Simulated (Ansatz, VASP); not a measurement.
Sc, level by level in two programs

```
Sc
1.0
     3.28679    0.00000    0.00000
    -1.64340    2.84644    0.00000
     0.00000    0.00000    5.23791
Sc
2
Direct
  0.66667 0.33333 0.75000
  0.33333 0.66667 0.25000
```

Single points on this cell with VASP 6.6.1 and Ansatz 0.2.0. Each row is one pair of runs. Alike in all rows: spin: off; k mesh: 9 × 9 × 5; smearing: fermi-dirac, width 0.05 eV; VASP's potentials, cutoff: VASP PAW PBE potentials, release 64 (Sc_sv), 520 eV.

```tsv
level	Ansatz's potentials, cutoff	gap on the k mesh at the Fermi level (eV), VASP	gap on the k mesh at the Fermi level (eV), Ansatz
r2SCAN	Ansatz PAW, 500 eV	none	none
PBEsol	Ansatz PAW, 420 eV	none	none
PBEsol	PseudoDojo stringent (PBEsol files), 1061 eV	none	none
```

A gap of «none» marks a metal or a gap that the smearing closes.
